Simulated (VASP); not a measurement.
Write the native input for VASP 6.6.1 that does the following.

```
Task                   : single point
Functional             : PBE
Potentials or basis    : VASP PAW PBE potentials, release 64 (Bi_d)
Cutoff                 : 520 eV
k mesh                 : 6 × 6 × 6
Occupations            : fermi-dirac, width 0.05 eV
Spin                   : no spin polarisation
Dipole correction      : no
Further INCAR settings : ALGO = Fast; EDIFF = 1e-07; NBANDS = 22
```

The structure of Bi lies in POSCAR:

```
Bi
1.0
    2.2675000000      1.3091417354      3.8986200000
   -2.2675000000      1.3091417354      3.8986200000
    0.0000000000     -2.6182834708      3.8986200000
Bi
2
Direct
    0.7660000000      0.7660000000      0.7660000000
    0.2340000000      0.2340000000      0.2340000000
```

The input as run:

INCAR

```
SYSTEM = Bi
PREC = Accurate ; ENCUT = 520
EDIFF = 1E-7 ; ISMEAR = -1
SIGMA = 0.05 ; LREAL = .FALSE.
LASPH = .TRUE. ; NELM = 60
ALGO = Fast ; ISIF = 2
LWAVE = .FALSE. ; LCHARG = .FALSE.
GGA = PE ; NBANDS = 22
```

KPOINTS

```
regular mesh
0
G
  6 6 6
  0 0 0
```

Potentials or basis: VASP PAW PBE potentials, release 64 (Bi_d).

The run is started by

```bash
$ cat potpaw_PBE.64/Bi_d/POTCAR > POTCAR
$ mpirun -np 1 vasp_std > vasp.out
```

Results of the run:

The pressure is 2.6 GPa. The largest force is 0.179 eV/Å. The band gap on the k mesh is zero (band 15 reaches 6.37 eV, above the bottom of band 16 at 6.25 eV).

Caveat: spin-orbit coupling is left out, which moves the levels of the heavy elements.

Run time: 100 s on 1 thread of Intel Xeon 8259CL, on a shared host, peak memory 0.21 GiB.
